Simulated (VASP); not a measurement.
Set up this calculation in VASP 6.6.1, as the native input.

```
Task                               : single point
Functional                         : PBE0
Potentials or basis                : VASP PAW PBE potentials, release 64 (Ge_d)
Cutoff                             : 520 eV
k mesh                             : 5 × 5 × 3
Occupations                        : fermi-dirac, width 0.05 eV
Spin                               : no spin polarisation
Dipole correction                  : no
Grid for exact exchange (PRECFOCK) : Normal
Further INCAR settings             : ALGO = Normal; EDIFF = 1e-06; NBANDS = 21
Share of exact exchange            : 0.25
```

Ge:

```
Ge
1.0
     1.32671   -2.66783    0.00000
     1.32671    2.66783    0.00000
     0.00000    0.00000    5.23515
Ge
2
Direct
  0.50002 0.49998 0.25000
  0.49998 0.50002 0.75000
```

These files were run (other wordings do the same):

POSCAR

```
Ge
1.0
    1.3267112233     -2.6678269589      0.0000000000
    1.3267112233      2.6678269589      0.0000000000
    0.0000000000      0.0000000000      5.2351521781
Ge
2
Direct
    0.5000229418      0.4999770582      0.2500000000
    0.4999770582      0.5000229418      0.7500000000
```

INCAR.step1

```
  PREC = Accurate
  ENCUT = 520
  EDIFF = 1E-5
  ISMEAR = -1
  SIGMA = 0.05
  LREAL = F
  LASPH = T
  NELM = 80
  ALGO = Normal
  ISIF = 2
  LWAVE = T
  LCHARG = F
  GGA = PE
  NBANDS = 21
```

INCAR.step2

```
  PREC = Accurate
  ENCUT = 520
  EDIFF = 1E-6
  ISMEAR = -1
  SIGMA = 0.05
  LREAL = F
  LASPH = T
  NELM = 80
  ALGO = Normal
  ISIF = 2
  LWAVE = F
  LCHARG = F
  GGA = PE
  LHFCALC = T
  AEXX = 0.25
  PRECFOCK = Normal
  ISTART = 1
  NBANDS = 21
```

KPOINTS

```
regular mesh
0
Gamma
  5 5 3
```

Potentials or basis: VASP PAW PBE potentials, release 64 (Ge_d).

Launch:

```bash
$ cat potpaw_PBE.64/Ge_d/POTCAR > POTCAR
$ cp INCAR.step1 INCAR
$ mpirun -np 1 vasp_std > vasp.out
$ cp INCAR.step2 INCAR
$ mpirun -np 1 vasp_std > vasp.out
```

It gave:

```
Pressure               : 0.0 GPa
Band gap on the k mesh : zero (bands 14 and 15 overlap by 9.49 eV)
```

Caveat: the k points lie up to 0.53 Å⁻¹ apart, too coarse for converged energies and pressures of a metal; the PAW data sets were made with another functional, which shifts forces and pressure a little.

Wall time 72 min on 1 thread of Intel Xeon 8259CL (shared host), peak memory 0.18 GiB.
